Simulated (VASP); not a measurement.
# Be12Au in VASP: single point with LDA

Aim: the single point of Be12Au with LDA.

Everything below comes from runs of VASP 6.6.1. Logs are shortened: lines on timing, memory, paths and dates and some standing lists are left out, and cuts for length are marked.

### 1 The cell of the first run

The cell holds a slab with vacuum, 13 atoms: a = 4.580 Å, b = 4.580 Å, c = 15.588 Å, α = 90.00°, β = 90.00°, γ = 60.00°.

### 2 Single point, LDA

The input, INCAR:

```
SYSTEM = Be12Au
PREC = Accurate ; ENCUT = 520
EDIFF = 1E-7 ; ISMEAR = 0
SIGMA = 0.05 ; LREAL = .False.
LASPH = .True. ; NELM = 60
ALGO = Normal ; ISIF = 2
LWAVE = .False. ; LCHARG = .True.
LELF = .True. ; LVHAR = .True.
NBANDS = 30
```

The input, KPOINTS:

```
Automatic mesh
0
Gamma
  6 6 1
  0 0 0
```

The input, POSCAR:

```
Be12Au
1.0
    4.5800000000      0.0000000000      0.0000000000
    2.2900000000      3.9663960000      0.0000000000
    0.0000000000      0.0000000000     15.5884300000
Be Au
12 1
Direct
    0.0000000000      0.0000000000      0.0641501000
    0.5000000000      0.0000000000      0.0641501000
    0.0000000000      0.5000000000      0.0641501000
    0.5000000000      0.5000000000      0.0641501000
   -0.1635694911      0.3315734732      0.1779070113
    0.3321773249      0.3317140931      0.1779521406
   -0.1663088826      0.8329217656      0.1768252336
    0.3322116155      0.8356600784      0.1779310308
   -0.0057392915     -0.0070847321      0.2890250788
    0.5139091528     -0.0074004685      0.2888889868
   -0.0058028372      0.5123242225      0.2889672765
    0.5003804558      0.4993721530      0.2936206457
    0.1696378439      0.1646455335      0.3998196177
```

Potentials or basis: VASP PAW LDA potentials, release 64 (Be, Au).

Started as:

```bash
$ cat potpaw_LDA.64/Be/POTCAR potpaw_LDA.64/Au/POTCAR > POTCAR
$ mpirun -np 1 vasp_std > vasp.out
```

OUTCAR:

```text
SYSTEM = Be12Au
   PREC = Accurate
   ENCUT = 520
   EDIFF = 1E-7
   ISMEAR = 0
   LREAL = .False.
   LASPH = .True.
   NELM = 60
   ISIF = 2

 ion  position               nearest neighbor table
   1  0.000  0.000  0.064-   7 2.20   5 2.21   8 2.21   3 2.29   3 2.29   4 2.29   4 2.29   2 2.29
                             2 2.29
   2  0.500  0.000  0.064-   7 2.20   6 2.21   8 2.21   4 2.29   3 2.29   4 2.29   3 2.29   1 2.29
                             1 2.29
   3  0.000  0.500  0.064-   7 2.20   5 2.21   6 2.21   1 2.29   1 2.29   2 2.29   2 2.29   4 2.29
                             4 2.29
   4  0.500  0.500  0.064-   8 2.22   6 2.22   5 2.22   2 2.29   1 2.29   2 2.29   1 2.29   3 2.29
                             3 2.29
   5  0.836  0.332  0.178-  11 2.19   9 2.19   1 2.21   3 2.21   4 2.22  12 2.24   6 2.27   8 2.27
                             7 2.29   7 2.29   8 2.31   6 2.31
   6  0.332  0.332  0.178-  11 2.19  10 2.19   2 2.21   3 2.21   4 2.22  12 2.24   5 2.27   8 2.27
                             7 2.29   7 2.29   8 2.31   5 2.31
   7  0.834  0.833  0.177-  10 2.16  11 2.16   9 2.16   3 2.20   1 2.20   2 2.20   6 2.29   8 2.29
                             5 2.29   5 2.29   8 2.29   6 2.29
   8  0.332  0.836  0.178-   9 2.19  10 2.19   2 2.21   1 2.21   4 2.22  12 2.24   5 2.27   6 2.27
                             7 2.29   7 2.29   6 2.31   5 2.31
   9  0.994  0.993  0.289-   7 2.16   8 2.19   5 2.19  10 2.20  11 2.20  13 2.21  12 2.29  12 2.29
                            11 2.38  10 2.38
  10  0.514  0.993  0.289-   7 2.16   8 2.19   6 2.19  11 2.20   9 2.20  13 2.20  12 2.29  12 2.29
                             9 2.38  11 2.38
  11  0.994  0.512  0.289-   7 2.16   6 2.19   5 2.19  10 2.20   9 2.20  13 2.21  12 2.29  12 2.29
                             9 2.38  10 2.38
  12  0.500  0.499  0.294-   6 2.24   5 2.24   8 2.24  11 2.29   9 2.29  10 2.29  10 2.29   9 2.29
                            11 2.29
  13  0.170  0.165  0.400-  10 2.20   9 2.21  11 2.21

  LATTYP: Found a hexagonal cell.
 ALAT       =     4.5799996975
 C/A-ratio  =     3.4035875611

  Lattice vectors:

 A1 = (  -2.2900000000,  -3.9663960000,   0.0000000000)
 A2 = (   4.5800000000,   0.0000000000,   0.0000000000)
 A3 = (   0.0000000000,   0.0000000000,  15.5884300000)

Analysis of symmetry for initial positions (statically):
=====================================================================
 Subroutine PRICEL returns:
 Original cell was already a primitive cell.

 Routine SETGRP: Setting up the symmetry group for a
 hexagonal supercell.

 Subroutine GETGRP returns: Found  1 space group operations
 (whereof  1 operations were pure point group operations)
 out of a pool of 24 trial point group operations.

The static configuration has the point symmetry C_1 .

Analysis of symmetry for dynamics (positions and initial velocities):
=====================================================================
 Subroutine PRICEL returns:
 Original cell was already a primitive cell.

 Routine SETGRP: Setting up the symmetry group for a
 hexagonal supercell.

 Subroutine GETGRP returns: Found  1 space group operations
 (whereof  1 operations were pure point group operations)
 out of a pool of 24 trial point group operations.

The dynamic configuration has the point symmetry C_1 .

 Subroutine INISYM returns: Found  1 space group operations
 (whereof  1 operations are pure point group operations),
 and found     1 'primitive' translations

----------------------------------------------------------------------------------------

                                     Primitive cell

  volume of cell :     283.1809

  direct lattice vectors                    reciprocal lattice vectors
     4.580000000  0.000000000  0.000000000     0.218340611 -0.126059022  0.000000000
     2.290000000  3.966396000  0.000000000     0.000000000  0.252118044  0.000000000
     0.000000000  0.000000000 15.588430000     0.000000000  0.000000000  0.064150142

  length of vectors
     4.580000000  4.579999697 15.588430000     0.252118027  0.252118044  0.064150142

  position of ions in fractional coordinates (direct lattice)
     0.000000000  0.000000000  0.064150100
     0.500000000  0.000000000  0.064150100
     0.000000000  0.500000000  0.064150100
     0.500000000  0.500000000  0.064150100
     0.836430509  0.331573473  0.177907011
     0.332177325  0.331714093  0.177952141
     0.833691117  0.832921766  0.176825234
     0.332211616  0.835660078  0.177931031
     0.994260709  0.992915268  0.289025079
     0.513909153  0.992599531  0.288888987
[... 35 lines left out ...]
  Length of vectors
     0.042019671  0.042019674  0.064150142

  Shift w.r.t. Gamma in fractional coordinates (k-lattice)
     0.000000000  0.000000000  0.000000000

 Subroutine IBZKPT returns following result:
 ===========================================

 Found     20 irreducible k-points:

 Following reciprocal coordinates:
            Coordinates               Weight
  0.000000  0.000000  0.000000      1.000000
  0.166667 -0.000000  0.000000      2.000000
  0.166667  0.166667  0.000000      2.000000
  0.000000  0.166667  0.000000      2.000000
  0.333333  0.000000  0.000000      2.000000
  0.333333  0.333333  0.000000      2.000000
[... 12 lines left out ...]
  0.500000 -0.333333  0.000000      2.000000
 -0.333333  0.333333  0.000000      2.000000
   k-points           NKPTS =     20   k-points in BZ     NKDIM =     20   number of bands    NBANDS=     30
   number of dos      NEDOS =    301   number of ions     NIONS =     13
   total plane-waves  NPLWV = 155520
   dimension x,y,z NGX =    36 NGY =   36 NGZ =  120
   dimension x,y,z NGXF=    72 NGYF=   72 NGZF=  240
   ions per type =              12   1
   NGX,Y,Z   is equivalent  to a cutoff of  13.07, 13.07, 12.80 a.u.
   NGXF,Y,Z  is equivalent  to a cutoff of  26.13, 26.13, 25.60 a.u.
 SYSTEM =  Be12Au
   PREC   = accura    normal or accurate (medium, high low for compatibility)
   ISTART =      0    job   : 0-new  1-cont  2-samecut
   ICHARG =      2    charge: 1-file 2-atom 10-const
   ISPIN  =      1    spin polarized calculation?
   LNONCOLLINEAR =      F non collinear calculations
   LSORBIT =      F    spin-orbit coupling
   LASPH  =      T    aspherical Exc in radial PAW
   ENCUT  =  520.0 eV  38.22 Ry    6.18 a.u.   8.52  8.52 28.98*2*pi/ulx,y,z
   NELM   =     60;   NELMIN=  2; NELMDL= -5     # of ELM steps
   EDIFF  = 0.1E-06   stopping-criterion for ELM
   LREAL  =      F    real-space projection
   EDIFFG = 0.1E-05   stopping-criterion for IOM
   NSW    =      0    number of steps for IOM
   IBRION =     -1    ionic relax: 0-MD 1-quasi-New 2-CG
   NFREE  =      0    steps in history (QN), initial steepest desc. (CG)
   ISIF   =      2    stress and relaxation
   ISYM   =      2    0-nonsym 1-usesym 2-fastsym
   POTIM  = 0.5000    time-step for ionic-motion
   TEBEG  =    0.0;   TEEND  =   0.0 temperature during run
   PSTRESS=    0.0 pullay stress
   NELECT =      35.0000    total number of electrons
   NUPDOWN=      -1.0000    fix difference up-down
   EMIN   =  10.00;   EMAX   =-10.00  energy-range for DOS
   EFERMI =   0.00;   METHOD = LEGACY
   ISMEAR =     0;   SIGMA  =   0.05  broadening in eV -4-tet -1-fermi 0-gaus
   EFERMI_NEDOS =   21; number of points for ismear=-14 and -15
   IALGO  =     38    algorithm
   IMIX   =      4    mixing-type and parameters
     AMIX     =   0.40;   BMIX     =  1.00
     AMIX_MAG =   1.60;   BMIX_MAG =  1.00
  volume/ion in A,a.u.               =      21.78       147.00
  Fermi-wavevector in a.u.,A,eV,Ry     =   0.815473  1.541020  9.047821  0.664996
  Thomas-Fermi vector in A             =   1.925567
   LORBIT       =      0    0 simple, 1 ext, 2 COOP (PROOUT), +10 PAW based schemes
   GGA     = CA    functional components
   LHFCALC =     F    Hartree Fock is set to
   AEXX    =    0.0000 exact exchange contribution
   IVDW    =     0    specifies the selected vdW correction
   LEPSILON=     F    determine dielectric tensor
   LRPA    =     F    only Hartree local field effects (RPA)
 non-spin polarized calculation
 Gauss-broadening in eV      SIGMA  =   0.05
  energy-cutoff  :      520.00
  volume of cell :      283.18
 maximum number of plane-waves:      7731
 NGX is ok and might be reduce to    36
   NGX = 17   NGY = 17   NGZ = 57

 number of electron      34.9999999 magnetization

 Free energy of the ion-electron system (eV)
  ---------------------------------------------------
  ext. energy  EPLUGINS =         0.00000000
  ---------------------------------------------------
  free energy    TOTEN  =       -49.90149507 eV

  energy without entropy =      -49.89001484  energy(sigma->0) =      -49.89575495

 E-fermi :  -0.2355     XC(G=0):  -5.7324

 val. band max:       -0.2921989260   @ k =   0.3333   0.3333   0.0000
 cond. band min:      -0.2187194361   @ k =  -0.1667   0.5000   0.0000
 fundamental gap:      0.0734794898
 Fermi energy:        -0.2354658583

 k-point     1 :       0.0000    0.0000    0.0000
  band No.  band energies     occupation
      1      -9.9013      2.00000
      2      -7.9354      2.00000
      3      -5.5134      2.00000
      4      -5.0929      2.00000
      5      -5.0084      2.00000
      6      -5.0064      2.00000
[... 629 lines left out ...]
     28       6.3852      0.00000
     29       6.5574      0.00000
 [bands above 29 left out]

------------------------ aborting loop because EDIFF is reached ----------------------------------------

  FORCE on cell =-STRESS in cart. coord.  units (eV):
  Direction    XX          YY          ZZ          XY          YZ          ZX
  --------------------------------------------------------------------------------------
  -------------------------------------------------------------------------------------
  Total       -7.9249512     -7.9489194      0.2005916     -0.0347432      0.0627092     -0.0397755
  in kB      -44.8376922    -44.9732996      1.1349044     -0.1965695      0.3547951     -0.2250414
  external PRESSURE =     -29.5586958 kB  Pullay stress =       0.0000000 kB

 VOLUME and BASIS-vectors are now :
 -----------------------------------------------------------------------------
  energy-cutoff  :      520.00
  volume of cell :      283.18
      direct lattice vectors                 reciprocal lattice vectors
     4.580000000  0.000000000  0.000000000     0.218340611 -0.126059022  0.000000000
     2.290000000  3.966396000  0.000000000     0.000000000  0.252118044  0.000000000
     0.000000000  0.000000000 15.588430000     0.000000000  0.000000000  0.064150142

 POSITION                                       TOTAL-FORCE (eV/Angst)
 -----------------------------------------------------------------------------------
      0.00000      0.00000      1.00000         0.043183      0.020072     -0.010907
      2.29000      0.00000      1.00000        -0.040620      0.021532     -0.010051
      1.14500      1.98320      1.00000         0.002341     -0.051406     -0.011162
      3.43500      1.98320      1.00000         0.000994     -0.003396      0.036935
      4.59015      1.31515      2.77329        -0.023967      0.014160     -0.008810
      2.28100      1.31571      2.77399         0.022412      0.008368     -0.020955
      5.72570      3.30370      2.75643         0.002524      0.001516     -0.012913
      3.43519      3.31456      2.77367         0.002389     -0.023126     -0.018295
      6.82749      3.93830      4.50545        -0.034143     -0.010141     -0.013839
      4.62676      3.93704      4.50333         0.034033     -0.013719     -0.023591
      5.72665      2.03208      4.50455        -0.007380      0.024662     -0.000955
      3.43530      1.98071      4.57708         0.005998      0.001196      0.009883
      1.15398      0.65305      6.23256        -0.007763      0.010283      0.084660
 -----------------------------------------------------------------------------------
    total drift:                                0.000065     -0.000064      0.000015

  FREE ENERGIE OF THE ION-ELECTRON SYSTEM (eV)
  ---------------------------------------------------
  free  energy   TOTEN  =       -49.9014950651 eV

  energy  without entropy=      -49.8900148408  energy(sigma->0) =      -49.89575495
```

Run time: 8.1 min. Hardware: 1 thread of Intel Xeon 8259CL, shared host; peak memory 0.38 GiB.

What came out:

```yaml
Free_energy: -49.9015 eV
Largest_force: 0.086 eV/Å
Band_gap_on_the_k_mesh: zero (an odd number of electrons rules out a gap without spin polarisation)
```

Forces in eV/Å, atoms in the order of the input:
```
Be   0.043  0.020 -0.011
Be  -0.041  0.022 -0.010
Be   0.002 -0.051 -0.011
Be   0.001 -0.003  0.037
Be  -0.024  0.014 -0.009
Be   0.022  0.008 -0.021
Be   0.003  0.002 -0.013
Be   0.002 -0.023 -0.018
Be  -0.034 -0.010 -0.014
Be   0.034 -0.014 -0.024
Be  -0.007  0.025 -0.001
Be   0.006  0.001  0.010
Au  -0.008  0.010  0.085
```

Levels at points of the mesh, in eV from the Fermi level:
```csv
k point,band 15,band 16,band 17,band 18,band 19,band 20
"(0.00, 0.00, 0.00)",-1.80,-1.64,-1.59,-1.59,0.61,2.82
"(0.50, 0.00, 0.00)",-1.85,-0.52,0.03,0.50,0.71,2.05
"(0.50, 0.50, 0.00)",-1.85,-0.52,0.03,0.50,0.71,2.05
"(0.00, 0.50, 0.00)",-1.85,-0.52,0.03,0.50,0.71,2.05
```

Caveat: spin-orbit coupling is left out, which moves the levels of the heavy elements.
